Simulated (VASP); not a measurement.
Set up this calculation in VASP 6.6.1, as the native input.

```yaml
Task: single point
Functional: PBEsol
Potentials_or_basis: VASP PAW PBE potentials, release 64 (Mg, O)
Cutoff: 600 eV
k_mesh: 3 × 3 × 3
Occupations: fermi-dirac, width 0.01 eV
Spin: no spin polarisation
Dipole_correction: no
Further_INCAR_settings: ALGO = Normal; EDIFF = 1e-06; NBANDS = 11
```

The structure of MgO (Periclase) lies in POSCAR:

```
MgO
1.0
    0.0000000000      2.1085000000      2.1085000000
    2.1085000000      0.0000000000      2.1085000000
    2.1085000000      2.1085000000      0.0000000000
Mg O
1 1
Direct
    0.0000000000      0.0300000000      0.0000000000
    0.5000000000      0.5000000000      0.5000000000
```

These files were run (other wordings do the same):

INCAR

```
PREC = Accurate
ENCUT = 600
EDIFF = 1E-6
ISMEAR = -1
SIGMA = 0.01
LREAL = False
LASPH = True
NELM = 120
ALGO = Normal
ISIF = 2
LWAVE = False
LCHARG = False
GGA = PS
NBANDS = 11
GGA_COMPAT = False
```

KPOINTS

```
regular mesh
0
Gamma
  3 3 3
```

Potentials or basis: VASP PAW PBE potentials, release 64 (Mg, O).

Launch:

```console
$ cat potpaw_PBE.64/Mg/POTCAR potpaw_PBE.64/O/POTCAR > POTCAR
$ mpirun -np 1 vasp_std > vasp.out
```

Results of the run:

```
Pressure               : 0.2 GPa
Largest force          : 0.470 eV/Å
Band gap on the k mesh : 4.55 eV, direct
```

Caveat: the k points lie up to 0.86 Å⁻¹ apart; the PAW data sets were made with another functional, which shifts forces and pressure a little.

Wall time 3.1 s on 1 thread of Intel Xeon 6975P-C, with other jobs on the host, peak memory 0.14 GiB.
